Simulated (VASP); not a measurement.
Write the native input for VASP 6.6.1 that does the following.

| Item | Value |
| --- | --- |
| Task | relaxation of cell and atoms |
| Functional | PBE |
| Potentials or basis | VASP PAW PBE potentials, release 64 (Sr_sv, Ti_sv, O) |
| Cutoff | 600 eV |
| k mesh | 8 × 8 × 8 |
| Occupations | gaussian, width 0.02 eV |
| Spin | no spin polarisation |
| Hubbard terms | Ti d U = 4.0 eV |
| Target pressure | 30 GPa |
| Dipole correction | no |
| Further INCAR settings | ALGO = Normal; EDIFF = 1e-06; IBRION = 2; EDIFFG = -0.008; NSW = 70; ISIF = 3 |

The structure of SrTiO3 lies in POSCAR:

```
SrTiO3
1.0
    3.7716285952      0.0000000000      0.0000000000
    0.0000000000      3.7716285952      0.0000000000
    0.0000000000      0.0000000000      3.7716285952
Sr Ti O
1 1 3
Direct
    0.0000000000      0.0000000000      0.0000000000
    0.5000000000      0.5000000000      0.5000000000
    0.5000000000      0.0000000000      0.5000000000
    0.5000000000      0.5000000000      0.0000000000
    0.0000000000      0.5000000000      0.5000000000
```

These files were run (other wordings do the same):

INCAR

```
ALGO     = Normal         # electronic algorithm
EDIFF    = 1E-6           # SCF threshold, eV
EDIFFG   = -0.008         # ionic threshold
ENCUT    = 600            # plane-wave cutoff, eV
GGA      = PE             # functional
IBRION   = 2              # ionic algorithm
ISIF     = 3              # what is computed and relaxed
ISMEAR   = 0              # smearing method
LASPH    = T              # aspherical terms in the spheres
LCHARG   = F              # write CHGCAR
LDAU     = T              # DFT+U
LDAUJ    = 0 0 0        
LDAUL    = -1 2 -1        # shell
LDAUPRINT= 1            
LDAUTYPE = 2            
LDAUU    = 0 4 0          # U, eV
LMAXMIX  = 4              # l up to which the mixer works
LREAL    = F              # projectors in reciprocal space
LWAVE    = F              # write WAVECAR
NELM     = 150            # most SCF steps
NSW      = 70             # ionic steps
PREC     = Accurate       # precision mode
PSTRESS  = 300.0        
SIGMA    = 0.02           # smearing width, eV
```

KPOINTS

```
k-points
0
Gamma
  8 8 8
```

Potentials or basis: VASP PAW PBE potentials, release 64 (Sr_sv, Ti_sv, O).

Command:

```sh
$ cat potpaw_PBE.64/Sr_sv/POTCAR potpaw_PBE.64/Ti_sv/POTCAR potpaw_PBE.64/O/POTCAR > POTCAR
$ mpirun -np 1 vasp_std > vasp.out
```

It gave:

```
Relaxed volume                                             : 10.91 Å³/atom
Relaxed cell                                               : a = 3.792 Å, b = 3.792 Å, c = 3.792 Å, α = 90.00°, β = 90.00°, γ = 90.00°
Space group after relaxing (to 0.1 Å)                      : Pm-3m (No. 221)
Energy change on relaxing (the run minimises the enthalpy) : -35.9 meV/atom
Ionic steps                                                : 3
Pressure after relaxing                                    : 30.0 GPa
Band gap on the k mesh                                     : 2.57 eV (least direct gap 2.93 eV)
```

Caveat: the cell is relaxed towards a set pressure, so the run minimises the enthalpy, not the energy.

Run time: 2.4 min on 1 thread of Intel Xeon 8259CL, with other jobs on the host, peak memory 0.22 GiB.
